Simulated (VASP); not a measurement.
# Al (Fm-3m) in VASP: a series of runs

Runs on Al. Level: PBEsol. Tasks: single point, relaxation of cell and atoms.

Everything below comes from runs of VASP 6.6.1. Logs are shortened: lines on timing, memory, paths and dates and some standing lists are left out, and cuts for length are marked.

## Step 1: The cell of the first run

The structure is cubic, space group Fm-3m (No. 225). The conventional cell has a = 4.006 Å, b = 4.006 Å, c = 4.006 Å, α = 90.00°, β = 90.00°, γ = 90.00°. Within 3.7 Å of Al (site symmetry m-3m) lie 12 Al at 2.83 Å.

## Step 2: Single point, PBEsol

The input, INCAR:

```
PREC = Accurate
ENCUT = 500
EDIFF = 1E-6
ISMEAR = 1
SIGMA = 0.1
LREAL = False
LASPH = True
NELM = 120
ALGO = Normal
ISIF = 2
LWAVE = False
LCHARG = False
GGA = PS
NBANDS = 8
GGA_COMPAT = False
```

The input, KPOINTS:

```
regular mesh
0
Gamma
  7 7 7
```

The input, POSCAR:

```
Al
1.0
    0.0000000000      2.0032242253      2.0032242253
    2.0032242253      0.0000000000      2.0032242253
    2.0032242253      2.0032242253      0.0000000000
Al
1
Direct
    0.0000000000      0.0000000000      0.0000000000
```

Potentials or basis: VASP PAW PBE potentials, release 64 (Al).

Launch:

```
$ cat potpaw_PBE.64/Al/POTCAR > POTCAR
$ mpirun -np 1 vasp_std > vasp.out
```

OUTCAR:

```text
PREC = Accurate
   ENCUT = 500
   EDIFF = 1E-6
   ISMEAR = 1
   LREAL = False
   LASPH = True
   NELM = 120
   ISIF = 2
   GGA = PS

 ion  position               nearest neighbor table
   1  0.000  0.000  0.000-

  LATTYP: Found a face centered cubic cell.
 ALAT       =     4.0064484506

  Lattice vectors:

 A1 = (   0.0000000000,   2.0032242253,   2.0032242253)
 A2 = (   2.0032242253,   0.0000000000,   2.0032242253)
 A3 = (   2.0032242253,   2.0032242253,   0.0000000000)

Analysis of symmetry for initial positions (statically):
=====================================================================
 Subroutine PRICEL returns:
 Original cell was already a primitive cell.

 Routine SETGRP: Setting up the symmetry group for a
 face centered cubic supercell.

 Subroutine GETGRP returns: Found 48 space group operations
 (whereof 48 operations were pure point group operations)
 out of a pool of 48 trial point group operations.

The static configuration has the point symmetry O_h .

Analysis of symmetry for dynamics (positions and initial velocities):
=====================================================================
 Subroutine PRICEL returns:
 Original cell was already a primitive cell.

 Routine SETGRP: Setting up the symmetry group for a
 face centered cubic supercell.

 Subroutine GETGRP returns: Found 48 space group operations
 (whereof 48 operations were pure point group operations)
 out of a pool of 48 trial point group operations.

The dynamic configuration has the point symmetry O_h .

 Subroutine INISYM returns: Found 48 space group operations
 (whereof 48 operations are pure point group operations),
 and found     1 'primitive' translations

----------------------------------------------------------------------------------------

                                     Primitive cell

  volume of cell :      16.0775

  direct lattice vectors                    reciprocal lattice vectors
     0.000000000  2.003224225  2.003224225    -0.249597621  0.249597621  0.249597621
     2.003224225  0.000000000  2.003224225     0.249597621 -0.249597621  0.249597621
     2.003224225  2.003224225  0.000000000     0.249597621  0.249597621 -0.249597621

  length of vectors
[... 74 lines left out ...]
   NELM   =    120;   NELMIN=  2; NELMDL= -5     # of ELM steps
   EDIFF  = 0.1E-05   stopping-criterion for ELM
   LREAL  =      F    real-space projection
   EDIFFG = 0.1E-04   stopping-criterion for IOM
   NSW    =      0    number of steps for IOM
   IBRION =     -1    ionic relax: 0-MD 1-quasi-New 2-CG
   NFREE  =      0    steps in history (QN), initial steepest desc. (CG)
   ISIF   =      2    stress and relaxation
   ISYM   =      2    0-nonsym 1-usesym 2-fastsym
   POTIM  = 0.5000    time-step for ionic-motion
   TEBEG  =    0.0;   TEEND  =   0.0 temperature during run
   PSTRESS=    0.0 pullay stress
   NELECT =       3.0000    total number of electrons
   NUPDOWN=      -1.0000    fix difference up-down
   EMIN   =  10.00;   EMAX   =-10.00  energy-range for DOS
   EFERMI =   0.00;   METHOD = LEGACY
   ISMEAR =     1;   SIGMA  =   0.10  broadening in eV -4-tet -1-fermi 0-gaus
   EFERMI_NEDOS =   21; number of points for ismear=-14 and -15
   IALGO  =     38    algorithm
   IMIX   =      4    mixing-type and parameters
     AMIX     =   0.40;   BMIX     =  1.00
     AMIX_MAG =   1.60;   BMIX_MAG =  1.00
  volume/ion in A,a.u.               =      16.08       108.50
  Fermi-wavevector in a.u.,A,eV,Ry     =   0.935497  1.767833 11.907199  0.875154
  Thomas-Fermi vector in A             =   2.062410
   LORBIT       =      0    0 simple, 1 ext, 2 COOP (PROOUT), +10 PAW based schemes
   GGA     = PS    functional components
   LHFCALC =     F    Hartree Fock is set to
   AEXX    =    0.0000 exact exchange contribution
   IVDW    =     0    specifies the selected vdW correction
   LEPSILON=     F    determine dielectric tensor
   LRPA    =     F    only Hartree local field effects (RPA)
 non-spin polarized calculation
 Methfessel and Paxton  Order N= 1 SIGMA  =   0.10
  energy-cutoff  :      500.00
  volume of cell :       16.08
 maximum number of plane-waves:       418
 NGX is ok and might be reduce to    24
   NGX = 11   NGY = 11   NGZ = 11

 number of electron       3.0000000 magnetization

 Free energy of the ion-electron system (eV)
  ---------------------------------------------------
  ext. energy  EPLUGINS =         0.00000000
  ---------------------------------------------------
  free energy    TOTEN  =        -4.13862140 eV

  energy without entropy =       -4.13861351  energy(sigma->0) =       -4.13861877

 E-fermi :   8.3626     XC(G=0): -10.3507

 val. band max:        8.3395218101   @ k =  -0.2857   0.2857   0.0000
 cond. band min:       8.4716031370   @ k =  -0.2857   0.4286   0.1429
 fundamental gap:      0.1320813270
 Fermi energy:         8.3625556564

 k-point     1 :       0.0000    0.0000    0.0000
  band No.  band energies     occupation
      1      -3.0858      2.00000
      2      20.9645      0.00000
      3      20.9645      0.00000
      4      20.9645      0.00000
      5      22.6523      0.00000
      6      22.6523      0.00000
      7      22.6523      0.00000
      8      24.9048      0.00000
[... 199 lines left out ...]
 k-point    20 :      -0.2857    0.4286    0.1429
  band No.  band energies     occupation
      1       6.3033      2.00000
      2       6.9616      2.00000
      3       8.4716     -0.06430
      4      11.6007      0.00000
      5      21.1140      0.00000
      6      25.6379      0.00000
      7      26.2231      0.00000
      8      27.9134      0.00000

------------------------ aborting loop because EDIFF is reached ----------------------------------------

  FORCE on cell =-STRESS in cart. coord.  units (eV):
  Direction    XX          YY          ZZ          XY          YZ          ZX
  --------------------------------------------------------------------------------------
  -------------------------------------------------------------------------------------
  Total       -0.0118261     -0.0118261     -0.0118261     -0.0000000     -0.0000000      0.0000000
  in kB       -1.1785153     -1.1785153     -1.1785153     -0.0000000     -0.0000000      0.0000000
  external PRESSURE =      -1.1785153 kB  Pullay stress =       0.0000000 kB

 VOLUME and BASIS-vectors are now :
 -----------------------------------------------------------------------------
  energy-cutoff  :      500.00
  volume of cell :       16.08
      direct lattice vectors                 reciprocal lattice vectors
     0.000000000  2.003224225  2.003224225    -0.249597621  0.249597621  0.249597621
     2.003224225  0.000000000  2.003224225     0.249597621 -0.249597621  0.249597621
     2.003224225  2.003224225  0.000000000     0.249597621  0.249597621 -0.249597621

 POSITION                                       TOTAL-FORCE (eV/Angst)
 -----------------------------------------------------------------------------------
      0.00000      0.00000      0.00000         0.000000      0.000000      0.000000
 -----------------------------------------------------------------------------------
    total drift:                               -0.000000      0.000000      0.000000

  FREE ENERGIE OF THE ION-ELECTRON SYSTEM (eV)
  ---------------------------------------------------
  free  energy   TOTEN  =        -4.1386213951 eV

  energy  without entropy=       -4.1386135145  energy(sigma->0) =       -4.13861877
```

Run time: 2.2 s. Hardware: 1 thread of Intel Xeon Platinum 8375C at 2.90GHz (Ice Lake), shared host; peak memory 0.12 GiB.

What came out:

```yaml
Free_energy: -4.1386 eV
Pressure: -0.1 GPa
```

Levels at points of the mesh, in eV from the Fermi level:
| k point | band 1 | band 2 | band 3 | band 4 | band 5 | band 6 |
| --- | --- | --- | --- | --- | --- | --- |
| (0.00, 0.00, 0.00) | -11.45 | 12.60 | 12.60 | 12.60 | 14.29 | 14.29 |

Caveat: the k points lie up to 0.39 Å⁻¹ apart; the PAW data sets were made with another functional, which shifts forces and pressure a little.

## Step 3: Relaxation of cell and atoms, PBEsol

This run uses another cell than the first one, of 16.60 Å³/atom, 1.033 times its volume.

The input, INCAR:

```
PREC = Accurate ; ENCUT = 500
EDIFF = 1E-7 ; ISMEAR = 1
SIGMA = 0.1 ; LREAL = F
LASPH = T ; NELM = 120
ALGO = Normal ; ISIF = 3
LWAVE = F ; LCHARG = F
GGA = PS ; IBRION = 2
NSW = 60 ; EDIFFG = -0.02
GGA_COMPAT = F ; NELMIN = 4
```

The input, KPOINTS:

```
Automatic mesh
0
Gamma
  7 7 7
```

The input, POSCAR:

```
Al
1.0
    0.0000000000      2.0248050000      2.0248050000
    2.0248050000      0.0000000000      2.0248050000
    2.0248050000      2.0248050000      0.0000000000
Al
1
Direct
    0.0000000000      0.0000000000      0.0000000000
```

Potentials or basis: VASP PAW PBE potentials, release 64 (Al).

Launch:

```
$ cat potpaw_PBE.64/Al/POTCAR > POTCAR
$ mpirun -np 1 vasp_std > vasp.out
```

OUTCAR:

```text
PREC = Accurate
   ENCUT = 500
   EDIFF = 1E-7
   ISMEAR = 1
   LREAL = F
   LASPH = T
   NELM = 120
   ISIF = 3
   GGA = PS
   IBRION = 2
   NSW = 60
   EDIFFG = -0.02
   NELMIN = 4

 ion  position               nearest neighbor table
   1  0.000  0.000  0.000-

  LATTYP: Found a face centered cubic cell.
 ALAT       =     4.0496100000

  Lattice vectors:

 A1 = (   0.0000000000,   2.0248050000,   2.0248050000)
 A2 = (   2.0248050000,   0.0000000000,   2.0248050000)
 A3 = (   2.0248050000,   2.0248050000,   0.0000000000)

Analysis of symmetry for initial positions (statically):
=====================================================================
 Subroutine PRICEL returns:
 Original cell was already a primitive cell.

 Routine SETGRP: Setting up the symmetry group for a
 face centered cubic supercell.

 Subroutine GETGRP returns: Found 48 space group operations
 (whereof 48 operations were pure point group operations)
 out of a pool of 48 trial point group operations.

The static configuration has the point symmetry O_h .

Analysis of symmetry for dynamics (positions and initial velocities):
=====================================================================
 Subroutine PRICEL returns:
 Original cell was already a primitive cell.

 Routine SETGRP: Setting up the symmetry group for a
 face centered cubic supercell.

 Subroutine GETGRP returns: Found 48 space group operations
 (whereof 48 operations were pure point group operations)
 out of a pool of 48 trial point group operations.

The dynamic configuration has the point symmetry O_h .

 Subroutine INISYM returns: Found 48 space group operations
 (whereof 48 operations are pure point group operations),
 and found     1 'primitive' translations

----------------------------------------------------------------------------------------
[... 92 lines left out ...]
   ISIF   =      3    stress and relaxation
   ISYM   =      2    0-nonsym 1-usesym 2-fastsym
   POTIM  = 0.5000    time-step for ionic-motion
   TEBEG  =    0.0;   TEEND  =   0.0 temperature during run
   PSTRESS=    0.0 pullay stress
   NELECT =       3.0000    total number of electrons
   NUPDOWN=      -1.0000    fix difference up-down
   EMIN   =  10.00;   EMAX   =-10.00  energy-range for DOS
   EFERMI =   0.00;   METHOD = LEGACY
   ISMEAR =     1;   SIGMA  =   0.10  broadening in eV -4-tet -1-fermi 0-gaus
   EFERMI_NEDOS =   21; number of points for ismear=-14 and -15
   IALGO  =     38    algorithm
   IMIX   =      4    mixing-type and parameters
     AMIX     =   0.40;   BMIX     =  1.00
     AMIX_MAG =   1.60;   BMIX_MAG =  1.00
  volume/ion in A,a.u.               =      16.60       112.04
  Fermi-wavevector in a.u.,A,eV,Ry     =   0.925526  1.748991 11.654733  0.856599
  Thomas-Fermi vector in A             =   2.051390
   LORBIT       =      0    0 simple, 1 ext, 2 COOP (PROOUT), +10 PAW based schemes
   GGA     = PS    functional components
   LHFCALC =     F    Hartree Fock is set to
   AEXX    =    0.0000 exact exchange contribution
   IVDW    =     0    specifies the selected vdW correction
   LEPSILON=     F    determine dielectric tensor
   LRPA    =     F    only Hartree local field effects (RPA)
 conjugate gradient relaxation of ions
 non-spin polarized calculation
 Methfessel and Paxton  Order N= 1 SIGMA  =   0.10
  energy-cutoff  :      500.00
  volume of cell :       16.60
 maximum number of plane-waves:       431
 NGX is ok and might be reduce to    24
   NGX = 11   NGY = 11   NGZ = 11

--------------------------------------- Ionic step        1  -------------------------------------------

 number of electron       3.0000000 magnetization

 Free energy of the ion-electron system (eV)
  ---------------------------------------------------
  ext. energy  EPLUGINS =         0.00000000
  ---------------------------------------------------
  free energy    TOTEN  =        -4.13407693 eV

  energy without entropy =       -4.13294343  energy(sigma->0) =       -4.13369910

------------------------ aborting loop because EDIFF is reached ----------------------------------------

  FORCE on cell =-STRESS in cart. coord.  units (eV):
  Direction    XX          YY          ZZ          XY          YZ          ZX
  --------------------------------------------------------------------------------------
  -------------------------------------------------------------------------------------
  Total       -0.2638836     -0.2638836     -0.2638836      0.0000000     -0.0000000      0.0000000
  in kB      -25.4649820    -25.4649820    -25.4649820      0.0000000     -0.0000000      0.0000000
  external PRESSURE =     -25.4649820 kB  Pullay stress =       0.0000000 kB
[... 57 lines left out ...]
--------------------------------------- Ionic step        3  -------------------------------------------

 number of electron       3.0000000 magnetization

 Free energy of the ion-electron system (eV)
  ---------------------------------------------------
  ext. energy  EPLUGINS =         0.00000000
  ---------------------------------------------------
  free energy    TOTEN  =        -4.13866104 eV

  energy without entropy =       -4.13867435  energy(sigma->0) =       -4.13866548

 E-fermi :   8.3765     XC(G=0): -10.3557

 val. band max:        8.3531537661   @ k =  -0.2857   0.2857   0.0000
 cond. band min:       8.4879122610   @ k =  -0.2857   0.4286   0.1429
 fundamental gap:      0.1347584949
 Fermi energy:         8.3764814117

 k-point     1 :       0.0000    0.0000    0.0000
  band No.  band energies     occupation
      1      -3.0809      2.00000
      2      20.9868      0.00000
      3      20.9868      0.00000
      4      20.9868      0.00000
      5      22.6852      0.00000
[... 178 lines left out ...]
  FREE ENERGIE OF THE ION-ELECTRON SYSTEM (eV)
  ---------------------------------------------------
  free  energy   TOTEN  =        -4.1386610445 eV

  energy  without entropy=       -4.1386743488  energy(sigma->0) =       -4.13866548

 reached required accuracy - stopping structural energy minimisation
```

OSZICAR:

```text
N       E                     dE             d eps       ncg     rms          rms(c)
DAV:   1    -0.235895841795E+01   -0.23590E+01   -0.76361E+02   205   0.304E+02
DAV:   2    -0.414763722099E+01   -0.17887E+01   -0.17047E+01   245   0.301E+01
DAV:   3    -0.416260951212E+01   -0.14972E-01   -0.14956E-01   295   0.332E+00
[... 17 lines left out ...]
DAV:   1    -0.413867147662E+01   -0.11728E-03   -0.11252E-03   265   0.219E-01    0.292E-02
DAV:   2    -0.413866559219E+01    0.58844E-05   -0.75486E-06   215   0.232E-02    0.102E-02
DAV:   3    -0.413866156586E+01    0.40263E-05   -0.10920E-06   255   0.628E-03    0.368E-03
DAV:   4    -0.413866104442E+01    0.52144E-06   -0.15040E-07   230   0.231E-03    0.228E-03
DAV:   5    -0.413866104452E+01   -0.10557E-09   -0.12980E-09   115   0.393E-04
   3 F= -.41386610E+01 E0= -.41386655E+01  d E =-.458411E-02
```

It took 4.7 s on 1 thread of Intel Xeon Platinum 8375C at 2.90GHz (Ice Lake), shared host; peak memory 0.13 GiB.

What came out:

```yaml
Free_energy: -4.1387 eV
Relaxed_volume: 16.06 Å³/atom
Relaxed_cell: a = 2.832 Å, b = 2.832 Å, c = 2.832 Å, α = 60.00°, β = 60.00°, γ = 60.00°
Space_group_after_relaxing_to_0.05_Å: Fm-3m (No. 225)
Energy_gained_by_relaxing: 4.6 meV/atom
Ionic_steps: 3
Pressure_after_relaxing: 0.0 GPa
```

Step by step:
| step | energy change (eV) | largest force (eV/Å) | pressure (GPa) | volume (Å³) |
| --- | --- | --- | --- | --- |
| 1 | 0.0000 | 0.0000 | -2.55 | 16.60 |
| 2 | -0.0045 | 0.0000 | 0.44 | 15.98 |
| 3 | -0.0046 | 0.0000 | 0.00 | 16.06 |

Final structure:
```xyz
1
Lattice="0.0000 2.0023 2.0023 2.0023 0.0000 2.0023 2.0023 2.0023 0.0000" Properties=species:S:1:pos:R:3 pbc="T T T"
Al    0.0000    0.0000    0.0000
```

Caveat: the k points lie up to 0.39 Å⁻¹ apart in the final cell; the PAW data sets were made with another functional, which shifts forces and pressure a little.
